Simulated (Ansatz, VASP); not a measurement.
# HfN: VASP beside Ansatz

File INCAR:

```
SYSTEM = HfN
PREC = Accurate
ENCUT = 520
EDIFF = 1E-6
ISMEAR = 0
SIGMA = 0.15
LREAL = .False.
LASPH = .True.
NELM = 80
ALGO = Normal
ISIF = 2
LWAVE = .False.
LCHARG = .False.
GGA = PS
NBANDS = 14
```

The input KPOINTS:

```
Automatic mesh
0
Gamma
  16 16 16
  0 0 0
```

File POSCAR:

```
HfN
1.0
    0.0000000000      2.4548220000      2.3320809000
    2.4548220000      0.0000000000      2.3320809000
    2.4548220000      2.4548220000      0.0000000000
Hf N
1 1
Direct
    0.0000000000      0.0000000000      0.0000000000
    0.7500000000      0.7500000000      0.7500000000
```

Input for Ansatz:

```yaml
crystal:
  lattice:
    - [0.0, 2.454822, 2.3320809]
    - [2.454822, 0.0, 2.3320809]
    - [2.454822, 2.454822, 0.0]
  atoms:
    - { symbol: Hf, position: [0.0, 0.0, 0.0] }
    - { symbol: "N", position: [0.75, 0.75, 0.75] }
basis:
  ecutwfc: 420
kpoints:
  mp_grid: { grid: [16, 16, 16] }
hamiltonian:
  xc: pbesol
scf:
  occupations: { method: gaussian, width: 0.15 }
output:
  forces: true
  stress: true
  eigenvalues: true
```

Change from the starting cell: strain +0.000 along x and y, -0.050 along z, atoms carried along.

Alike in both runs: task single point; functional PBEsol; k mesh 16 × 16 × 16; occupations gaussian, width 0.15 eV; no spin polarisation.

|  | VASP | Ansatz |
| --- | --- | --- |
| version | VASP 6.6.1 | Ansatz 0.2.0 |
| potentials or method | VASP PAW PBE potentials, release 64 (Hf_pv, N), cutoff 520 eV | scalar-relativistic, plane waves, PAW |
| valence electrons in the cell | 15 | 31 |

Ansatz gave:

```
gap on the k mesh at the Fermi level (eV)                     : none
pressure (GPa)                                                : 5.2
traceless stress, the component that is largest in VASP (GPa) : 4.63
```

Question: Estimate VASP's values.

Answer: gap on the k mesh at the Fermi level (eV): none; pressure (GPa): 4.4; traceless stress, the component that is largest in VASP (GPa): 4.62.

VASP's potentials were made for PBE, not for PBEsol. A gap of «none» marks a metal or a gap that the smearing closes. With one functional, cell and mesh, what is left measures potentials, basis and numerics. VASP's potentials hold 15 valence electrons a cell and Ansatz's 31, so a difference there can come from the potentials and not from the codes.

Neither program's run includes spin-orbit coupling.
